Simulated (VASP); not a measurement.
A run of VASP 6.6.1 is set up as follows.

INCAR

```
PREC = Accurate
ENCUT = 520
EDIFF = 1E-6
ISMEAR = 0
SIGMA = 0.01
LREAL = False
LASPH = True
NELM = 80
ALGO = Normal
ISIF = 2
LWAVE = False
LCHARG = True
GGA = PE
LELF = True
LVHAR = True
NBANDS = 15
```

File KPOINTS:

```
regular mesh
0
Gamma
  6 6 6
```

Contents of POSCAR:

```
BaS
1.0
    0.0000000000      3.5884373690      3.5884373690
    3.5884373690      0.0000000000      3.5884373690
    3.5884373690      3.5884373690      0.0000000000
Ba S
1 1
Direct
    0.0000000000      0.0000000000      0.0000000000
    0.2500000000      0.2500000000      0.2500000000
```

Potentials or basis: VASP PAW PBE potentials, release 64 (Ba_sv, S).

Command:

```bash
$ cat potpaw_PBE.64/Ba_sv/POTCAR potpaw_PBE.64/S/POTCAR > POTCAR
$ mpirun -np 1 vasp_std > vasp.out
```

(1) What does it give for the band gap on the k mesh?

(2) What does it give for the pressure?

Results:

(1) 2.67 eV, indirect (least direct gap 3.25 eV).

(2) -1.1 GPa.

Caveat: spin-orbit coupling is left out, which moves the levels of the heavy elements.
